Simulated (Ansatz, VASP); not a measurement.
## Sn: VASP beside Ansatz

```xyz
2
Lattice="-2.9196 2.9196 1.5938 2.9196 -2.9196 1.5938 2.9196 2.9196 -1.5938" Properties=species:S:1:pos:R:3 pbc="T T T"
Sn    0.0000    0.0000    0.0000
Sn    0.0000    2.9196    0.7969
```

Alike in both runs: task relaxation of cell and atoms; functional LDA; k mesh 16 × 16 × 16; occupations gaussian, width 0.1 eV; no spin polarisation.

|  | VASP | Ansatz |
| --- | --- | --- |
| version | VASP 6.6.1 | Ansatz 0.2.0 |
| potentials or method | VASP PAW LDA potentials, release 64 (Sn_d), cutoff 600 eV | scalar-relativistic, plane waves, PAW |
| valence electrons in the cell | 28 | 28 |

```csv
,VASP,Ansatz,Ansatz less VASP
"gap on the k mesh at the Fermi level, each at its own relaxed structure (eV)",none,none,-
relaxed volume (Å³/atom),26.19,26.16,-0.030
relaxed cell length with the largest relative difference (Å),4.383,4.381,-0.0016
```

LDA's correlation is that of Perdew and Zunger in VASP and of Perdew and Wang (1992) in Ansatz. A gap of «none» marks a metal or a gap that the smearing closes.
